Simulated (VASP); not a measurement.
# InBiO2 (R-3m) in VASP: further runs

The runs below take InBiO2 through single point, relaxation of cell and atoms, with PBE.

Everything below comes from runs of VASP 6.6.1. Logs are shortened: lines on timing, memory, paths and dates and some standing lists are left out, and cuts for length are marked.

**1. The cell of the first run**

Symmetry: R-3m, No. 166, trigonal system. The conventional cell has a = 3.389 Å, b = 3.389 Å, c = 20.947 Å, α = 90.00°, β = 90.00°, γ = 120.00°. In (site symmetry -3m) has 6 O at 2.24 Å within 3.0 Å. Within 3.2 Å of Bi (site symmetry -3m) lie 2 O at 2.40 Å. Within 3.0 Å of O (site symmetry 3m) lie 3 In at 2.24 Å and 1 Bi at 2.40 Å and 3 O at 2.93 Å.

**2. Single point, PBE**

The input, INCAR:

```
PREC = Accurate ; ENCUT = 520
EDIFF = 1E-7 ; ISMEAR = 0
SIGMA = 0.15 ; LREAL = F
LASPH = T ; NELM = 80
ALGO = Normal ; ISIF = 2
LWAVE = F ; LCHARG = F
GGA = PE ; NBANDS = 28
```

The input, KPOINTS:

```
regular mesh
0
Gamma
  5 5 5
```

The input, POSCAR:

```
InBiO2
1.0
    1.6945161794      0.9783293723      6.9822239870
   -1.6945161794      0.9783293723      6.9822239870
    0.0000000000     -1.9566587446      6.9822239870
In Bi O
1 1 2
Direct
    0.5000000000      0.5000000000      0.5000000000
    0.0000000000      0.0000000000      0.0000000000
    0.8852385717      0.8852385717      0.8852385717
    0.1147614283      0.1147614283      0.1147614283
```

Potentials or basis: VASP PAW PBE potentials, release 64 (In_d, Bi_d, O).

Started as:

```sh
$ cat potpaw_PBE.64/In_d/POTCAR potpaw_PBE.64/Bi_d/POTCAR potpaw_PBE.64/O/POTCAR > POTCAR
$ mpirun -np 1 vasp_std > vasp.out
```

OUTCAR:

```text
PREC = Accurate
   ENCUT = 520
   EDIFF = 1E-7
   ISMEAR = 0
   LREAL = F
   LASPH = T
   NELM = 80
   ISIF = 2
   GGA = PE

 ion  position               nearest neighbor table
   1  0.500  0.500  0.500-   4 2.24   3 2.24   4 2.24   4 2.24   3 2.24   3 2.24
   2  0.000  0.000  0.000-   3 2.40   4 2.40
   3  0.885  0.885  0.885-   1 2.24   1 2.24   1 2.24   2 2.40
   4  0.115  0.115  0.115-   1 2.24   1 2.24   1 2.24   2 2.40

  LATTYP: Found a trigonal (rhomboedric) cell.
 ALAT       =     7.2512043998
 COS(alpha) =     0.8907802594

  Lattice vectors:

 A1 = (   1.6945161794,   0.9783293723,   6.9822239870)
 A2 = (  -1.6945161794,   0.9783293723,   6.9822239870)
 A3 = (   0.0000000000,  -1.9566587446,   6.9822239870)

Analysis of symmetry for initial positions (statically):
=====================================================================
 Subroutine PRICEL returns:
 Original cell was already a primitive cell.

 Routine SETGRP: Setting up the symmetry group for a
 trigonal (rhombohedral) supercell.

 Subroutine GETGRP returns: Found 12 space group operations
 (whereof 12 operations were pure point group operations)
 out of a pool of 12 trial point group operations.

The static configuration has the point symmetry D_3d.

Analysis of symmetry for dynamics (positions and initial velocities):
=====================================================================
 Subroutine PRICEL returns:
 Original cell was already a primitive cell.

 Routine SETGRP: Setting up the symmetry group for a
 trigonal (rhombohedral) supercell.

 Subroutine GETGRP returns: Found 12 space group operations
 (whereof 12 operations were pure point group operations)
 out of a pool of 12 trial point group operations.

The dynamic configuration has the point symmetry D_3d.

 Subroutine INISYM returns: Found 12 space group operations
 (whereof 12 operations are pure point group operations),
 and found     1 'primitive' translations

----------------------------------------------------------------------------------------

                                     Primitive cell

  volume of cell :      69.4506

  direct lattice vectors                    reciprocal lattice vectors
     1.694516179  0.978329372  6.982223987     0.295069475  0.170358441  0.047740281
    -1.694516179  0.978329372  6.982223987    -0.295069475  0.170358441  0.047740281
     0.000000000 -1.956658745  6.982223987     0.000000000 -0.340716882  0.047740281

  length of vectors
     7.251204400  7.251204400  7.251204400     0.344045241  0.344045241  0.344045241

  position of ions in fractional coordinates (direct lattice)
     0.500000000  0.500000000  0.500000000
     0.000000000  0.000000000  0.000000000
     0.885238572  0.885238572  0.885238572
     0.114761428  0.114761428  0.114761428

  ion indices of the primitive-cell ions
   primitive index   ion index
                 1           1
                 2           2
                 3           3
                 4           4

----------------------------------------------------------------------------------------

 KPOINTS: regular mesh

Automatic generation of k-mesh.
 Grid dimensions read from file:
 generate k-points for:    5    5    5

 Generating k-lattice:

  Cartesian coordinates                     Fractional coordinates (reciprocal lattice)
     0.059013895  0.034071688  0.009548056     0.200000000 -0.000000000  0.000000000
    -0.059013895  0.034071688  0.009548056    -0.000000000  0.200000000  0.000000000
     0.000000000 -0.068143376  0.009548056     0.000000000  0.000000000  0.200000000

  Length of vectors
     0.068809048  0.068809048  0.068809048

  Shift w.r.t. Gamma in fractional coordinates (k-lattice)
     0.000000000  0.000000000  0.000000000

 Subroutine IBZKPT returns following result:
 ===========================================

 Found     19 irreducible k-points:

 Following reciprocal coordinates:
            Coordinates               Weight
  0.000000  0.000000  0.000000      1.000000
  0.200000  0.000000 -0.000000      6.000000
  0.400000  0.000000  0.000000      6.000000
  0.200000  0.200000  0.000000      6.000000
  0.400000  0.200000  0.000000     12.000000
 -0.400000  0.200000 -0.000000     12.000000
[... 11 lines left out ...]
  0.400000  0.400000  0.400000      2.000000
 -0.400000  0.400000  0.400000      6.000000
   k-points           NKPTS =     19   k-points in BZ     NKDIM =     19   number of bands    NBANDS=     28
   number of dos      NEDOS =    301   number of ions     NIONS =      4
   total plane-waves  NPLWV = 157464
   dimension x,y,z NGX =    54 NGY =   54 NGZ =   54
   dimension x,y,z NGXF=   108 NGYF=  108 NGZF=  108
   ions per type =               1   1   2
   NGX,Y,Z   is equivalent  to a cutoff of  12.38, 12.38, 12.38 a.u.
   NGXF,Y,Z  is equivalent  to a cutoff of  24.76, 24.76, 24.76 a.u.
 SYSTEM =  unknown system
   PREC   = accura    normal or accurate (medium, high low for compatibility)
   ISTART =      0    job   : 0-new  1-cont  2-samecut
   ICHARG =      2    charge: 1-file 2-atom 10-const
   ISPIN  =      1    spin polarized calculation?
   LNONCOLLINEAR =      F non collinear calculations
   LSORBIT =      F    spin-orbit coupling
   LASPH  =      T    aspherical Exc in radial PAW
   ENCUT  =  520.0 eV  38.22 Ry    6.18 a.u.  13.48 13.48 13.48*2*pi/ulx,y,z
   NELM   =     80;   NELMIN=  2; NELMDL= -5     # of ELM steps
   EDIFF  = 0.1E-06   stopping-criterion for ELM
   LREAL  =      F    real-space projection
   EDIFFG = 0.1E-05   stopping-criterion for IOM
   NSW    =      0    number of steps for IOM
   IBRION =     -1    ionic relax: 0-MD 1-quasi-New 2-CG
   NFREE  =      0    steps in history (QN), initial steepest desc. (CG)
   ISIF   =      2    stress and relaxation
   ISYM   =      2    0-nonsym 1-usesym 2-fastsym
   POTIM  = 0.5000    time-step for ionic-motion
   TEBEG  =    0.0;   TEEND  =   0.0 temperature during run
   PSTRESS=    0.0 pullay stress
   NELECT =      40.0000    total number of electrons
   NUPDOWN=      -1.0000    fix difference up-down
   EMIN   =  10.00;   EMAX   =-10.00  energy-range for DOS
   EFERMI =   0.00;   METHOD = LEGACY
   ISMEAR =     0;   SIGMA  =   0.15  broadening in eV -4-tet -1-fermi 0-gaus
   EFERMI_NEDOS =   21; number of points for ismear=-14 and -15
   IALGO  =     38    algorithm
   IMIX   =      4    mixing-type and parameters
     AMIX     =   0.40;   BMIX     =  1.00
     AMIX_MAG =   1.60;   BMIX_MAG =  1.00
  volume/ion in A,a.u.               =      17.36       117.17
  Fermi-wavevector in a.u.,A,eV,Ry     =   1.362081  2.573960 25.242402  1.855264
  Thomas-Fermi vector in A             =   2.488601
   LORBIT       =      0    0 simple, 1 ext, 2 COOP (PROOUT), +10 PAW based schemes
   GGA     = PE    functional components
   LHFCALC =     F    Hartree Fock is set to
   AEXX    =    0.0000 exact exchange contribution
   IVDW    =     0    specifies the selected vdW correction
   LEPSILON=     F    determine dielectric tensor
   LRPA    =     F    only Hartree local field effects (RPA)
 non-spin polarized calculation
 Gauss-broadening in eV      SIGMA  =   0.15
  energy-cutoff  :      520.00
  volume of cell :       69.45
 maximum number of plane-waves:      1897
 NGX is ok and might be reduce to    54
   NGX = 27   NGY = 27   NGZ = 27

 number of electron      39.9999995 magnetization

 Free energy of the ion-electron system (eV)
  ---------------------------------------------------
  ext. energy  EPLUGINS =         0.00000000
  ---------------------------------------------------
  free energy    TOTEN  =       -21.14070890 eV

  energy without entropy =      -21.13766776  energy(sigma->0) =      -21.13918833

 E-fermi :   7.3175     XC(G=0): -10.4935

 val. band max:        7.1156398915   @ k =   0.2000   0.2000   0.2000
 cond. band min:       7.4205141421   @ k =  -0.4000   0.4000   0.4000
 fundamental gap:      0.3048742505
 Fermi energy:         7.3174717008

 k-point     1 :       0.0000    0.0000    0.0000
  band No.  band energies     occupation
      1     -15.9938      2.00000
      2     -15.8777      2.00000
      3     -15.8777      2.00000
      4     -15.8123      2.00000
      5     -15.8123      2.00000
      6     -12.0072      2.00000
[... 20 lines left out ...]
     27      17.0524      0.00000
     28      17.1924      0.00000

 k-point     2 :       0.2000    0.0000   -0.0000
  band No.  band energies     occupation
      1     -15.9644      2.00000
      2     -15.8766      2.00000
      3     -15.8432      2.00000
      4     -15.8197      2.00000
      5     -15.8122      2.00000
      6     -11.7774      2.00000
[... 20 lines left out ...]
     27      17.5709      0.00000
     28      18.0560      0.00000

 k-point     3 :       0.4000    0.0000    0.0000
  band No.  band energies     occupation
      1     -15.9683      2.00000
      2     -15.8924      2.00000
      3     -15.8316      2.00000
      4     -15.8257      2.00000
      5     -15.7043      2.00000
      6     -11.5395      2.00000
[... 20 lines left out ...]
     27      15.9859      0.00000
     28      17.3705      0.00000

 k-point     4 :       0.2000    0.2000    0.0000
  band No.  band energies     occupation
      1     -15.9641      2.00000
      2     -15.8765      2.00000
      3     -15.8432      2.00000
      4     -15.8197      2.00000
      5     -15.8122      2.00000
      6     -11.7789      2.00000
[... 423 lines left out ...]
     27      15.0209      0.00000
     28      17.0110      0.00000

 k-point    18 :       0.4000    0.4000    0.4000
  band No.  band energies     occupation
      1     -15.9894      2.00000
      2     -15.8777      2.00000
      3     -15.8777      2.00000
      4     -15.8123      2.00000
      5     -15.8123      2.00000
      6     -12.0208      2.00000
[... 20 lines left out ...]
     27      17.2248      0.00000
     28      17.8030      0.00000

 k-point    19 :      -0.4000    0.4000    0.4000
  band No.  band energies     occupation
      1     -15.9617      2.00000
      2     -15.8761      2.00000
      3     -15.8432      2.00000
      4     -15.8197      2.00000
      5     -15.8122      2.00000
      6     -11.8006      2.00000
[... 20 lines left out ...]
     27      16.9506      0.00000
     28      17.5308      0.00000

------------------------ aborting loop because EDIFF is reached ----------------------------------------

  FORCE on cell =-STRESS in cart. coord.  units (eV):
  Direction    XX          YY          ZZ          XY          YZ          ZX
  --------------------------------------------------------------------------------------
  -------------------------------------------------------------------------------------
  Total       -0.0490261     -0.0490261      0.0013371      0.0000000      0.0000000     -0.0000000
  in kB       -1.1309988     -1.1309988      0.0308463      0.0000000      0.0000000     -0.0000000
  external PRESSURE =      -0.7437171 kB  Pullay stress =       0.0000000 kB

 VOLUME and BASIS-vectors are now :
 -----------------------------------------------------------------------------
  energy-cutoff  :      520.00
  volume of cell :       69.45
      direct lattice vectors                 reciprocal lattice vectors
     1.694516179  0.978329372  6.982223987     0.295069475  0.170358441  0.047740281
    -1.694516179  0.978329372  6.982223987    -0.295069475  0.170358441  0.047740281
     0.000000000 -1.956658745  6.982223987     0.000000000 -0.340716882  0.047740281

 POSITION                                       TOTAL-FORCE (eV/Angst)
 -----------------------------------------------------------------------------------
      0.00000      0.00000     10.47334         0.000000     -0.000000     -0.000000
      0.00000      0.00000      0.00000         0.000000     -0.000000     -0.000000
      0.00000      0.00000     18.54280         0.000000     -0.000000      0.039744
      0.00000      0.00000      2.40387         0.000000      0.000000     -0.039744
 -----------------------------------------------------------------------------------
    total drift:                                0.000000      0.000000     -0.000000

  FREE ENERGIE OF THE ION-ELECTRON SYSTEM (eV)
  ---------------------------------------------------
  free  energy   TOTEN  =       -21.1407089011 eV

  energy  without entropy=      -21.1376677599  energy(sigma->0) =      -21.13918833
```

It took 2.3 min on 1 thread of Intel Xeon Platinum 8375C at 2.90GHz (Ice Lake), shared host; peak memory 0.37 GiB.

Results:

```yaml
Free_energy: -21.1407 eV
Pressure: -0.1 GPa
Largest_force: 0.040 eV/Å
Band_gap_on_the_k_mesh: zero (band 20 reaches 8.34 eV, above the bottom of band 21 at 6.79 eV)
```

Forces in eV/Å, atoms in the order of the input:
```
In   0.000  0.000  0.000
Bi   0.000  0.000  0.000
O    0.000  0.000  0.040
O    0.000  0.000 -0.040
```

Levels at points of the mesh, in eV from the Fermi level:
| k point | band 18 | band 19 | band 20 | band 21 | band 22 | band 23 |
| --- | --- | --- | --- | --- | --- | --- |
| (0.00, 0.00, 0.00) | -2.67 | -2.67 | 0.91 | 1.05 | 4.45 | 5.45 |

Caveat: the k points lie up to 0.43 Å⁻¹ apart; spin-orbit coupling is left out, which moves the levels of the heavy elements.

**3. Relaxation of cell and atoms, PBE**

This run uses another cell than the first one, of 17.10 Å³/atom, 0.985 times its volume.

The input, INCAR:

```
PREC     = Accurate       # precision mode
ENCUT    = 600            # plane-wave cutoff, eV
EDIFF    = 1E-6           # SCF threshold, eV
ISMEAR   = 0              # smearing method
SIGMA    = 0.15           # smearing width, eV
LREAL    = False          # projectors in reciprocal space
LASPH    = True           # aspherical terms in the spheres
NELM     = 60             # most SCF steps
ALGO     = Normal         # electronic algorithm
ISIF     = 3              # what is computed and relaxed
LWAVE    = False          # write WAVECAR
LCHARG   = False          # write CHGCAR
GGA      = PE             # functional
IBRION   = 2              # ionic algorithm
NSW      = 36             # ionic steps
EDIFFG   = -0.08          # ionic threshold
```

KPOINTS is that of step 2.

The input, POSCAR:

```
InBiO2
1.0
    1.7000000000      0.9814954600      6.8333333300
   -1.7000000000      0.9814954600      6.8333333300
    0.0000000000     -1.9629909200      6.8333333300
In Bi O
1 1 2
Direct
    0.5000000000      0.5000000000      0.5000000000
    0.0000000000      0.0000000000      0.0000000000
    0.8850000000      0.8850000000      0.8850000000
    0.1150000000      0.1150000000      0.1150000000
```

Potentials or basis: VASP PAW PBE potentials, release 64 (In_d, Bi_d, O).

Started as:

```sh
$ cat potpaw_PBE.64/In_d/POTCAR potpaw_PBE.64/Bi_d/POTCAR potpaw_PBE.64/O/POTCAR > POTCAR
$ mpirun -np 1 vasp_std > vasp.out
```

Run time: 8.7 min. Hardware: 1 thread of Intel Xeon Platinum 8375C at 2.90GHz (Ice Lake), shared host; peak memory 0.54 GiB.

The run converged. Its results:

```yaml
Free_energy: -21.1435 eV
Relaxed_volume: 17.34 Å³/atom
Relaxed_cell: a = 7.254 Å, b = 7.254 Å, c = 7.254 Å, α = 26.99°, β = 26.99°, γ = 26.99°
Space_group_after_relaxing_to_0.05_Å: R-3m (No. 166)
Energy_gained_by_relaxing: 6.5 meV/atom
Ionic_steps: 6
Pressure_after_relaxing: 0.0 GPa
Largest_force_after_relaxing: 0.019 eV/Å
Band_gap_on_the_k_mesh: zero (band 20 reaches 8.37 eV, above the bottom of band 21 at 6.81 eV)
```

Forces on the atoms (eV/Å):
```
In   0.000  0.000  0.000
Bi   0.000  0.000  0.000
O    0.000  0.000  0.019
O    0.000  0.000 -0.019
```

Step by step:
```csv
step,energy change (eV),largest force (eV/Å),pressure (GPa),volume (Å³)
1,0.0000,0.0667,1.99,68.41
2,-0.0174,0.1422,-1.70,70.51
3,-0.0231,0.0883,-0.52,69.79
4,-0.0252,0.0932,0.06,69.36
5,-0.0253,0.0940,0.13,69.30
6,-0.0259,0.0187,0.01,69.35
```

Final structure:
```yaml
crystal:
  lattice:
    - [1.69288, 0.97739, 6.98522]
    - [-1.69288, 0.97739, 6.98522]
    - [0.00000, -1.95477, 6.98522]
  atoms:
    - { symbol: In, position: [0.50000, 0.50000, 0.50000] }
    - { symbol: Bi, position: [0.00000, 0.00000, 0.00000] }
    - { symbol: O, position: [0.88535, 0.88535, 0.88535] }
    - { symbol: O, position: [0.11465, 0.11465, 0.11465] }
```

Levels at points of the mesh, in eV from the Fermi level:
| k point | band 18 | band 19 | band 20 | band 21 | band 22 | band 23 |
| --- | --- | --- | --- | --- | --- | --- |
| (0.00, 0.00, 0.00) | -2.67 | -2.67 | 0.91 | 1.05 | 4.45 | 5.48 |

Caveat: the k points lie up to 0.43 Å⁻¹ apart in the final cell; spin-orbit coupling is left out, which moves the levels of the heavy elements; the relaxation stopped at a loose force limit of 0.08 eV/Å, so its end isn't a converged minimum.
